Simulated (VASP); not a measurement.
Crystal: SnO2.

```
CELL_PARAMETERS angstrom
4.82719 0.00000 0.00000
0.00000 4.82719 0.00000
0.00000 0.00000 3.23815
ATOMIC_POSITIONS crystal
Sn 0.50000 0.50000 0.50000
Sn 0.00000 0.00000 0.00000
O 0.19342 0.80658 0.50000
O 0.80658 0.19342 0.50000
O 0.30658 0.30658 0.00000
O 0.69342 0.69342 0.00000
```

| Quantity | Value |
| --- | --- |
| Program | VASP 6.6.1 |
| Task | relaxation of cell and atoms |
| Functional | r2SCAN |
| Potentials or basis | VASP PAW PBE potentials, release 64 (Sn_d, O) |
| Cutoff | 600 eV |
| k mesh | 6 × 6 × 8 |
| Occupations | fermi-dirac, width 0.02 eV |
| Spin | no spin polarisation |

At the start: pressure -6.8 GPa; volume 12.58 Å³/atom.

How do energy, volume and symmetry change on relaxing?

Over 9 steps the energy falls by 9.7 meV/atom and the volume is 12.13 Å³/atom (-3.5 %); space group P4_2/mnm (No. 136, to 0.1 Å) before and after.

Step by step:
| step | energy change (eV) | largest force (eV/Å) | pressure (GPa) | volume (Å³) |
| --- | --- | --- | --- | --- |
| 1 | 0.0000 | 0.0120 | -6.85 | 75.45 |
| 2 | 0.0515 | 0.3539 | 10.88 | 69.74 |
| 3 | -0.0554 | 0.1281 | -0.17 | 72.99 |
| 4 | -0.0554 | 0.1311 | -0.02 | 72.94 |
| 5 | -0.0579 | 0.0059 | 0.05 | 72.79 |
| 6 | -0.0579 | 0.0086 | 0.05 | 72.78 |
| 7 | -0.0579 | 0.0040 | -0.07 | 72.82 |
| 8 | -0.0579 | 0.0043 | -0.06 | 72.82 |
| 9 | -0.0579 | 0.0032 | 0.02 | 72.79 |

Final structure:
```
CELL_PARAMETERS angstrom
4.76395 0.00000 0.00000
0.00000 4.76395 0.00000
0.00000 0.00000 3.20729
ATOMIC_POSITIONS crystal
Sn 0.50000 0.50000 0.50000
Sn 0.00000 0.00000 0.00000
O 0.19414 0.80586 0.50000
O 0.80586 0.19414 0.50000
O 0.30586 0.30586 0.00000
O 0.69414 0.69414 0.00000
```

Caveat: the PAW data sets were made with another functional, which shifts forces and pressure a little.
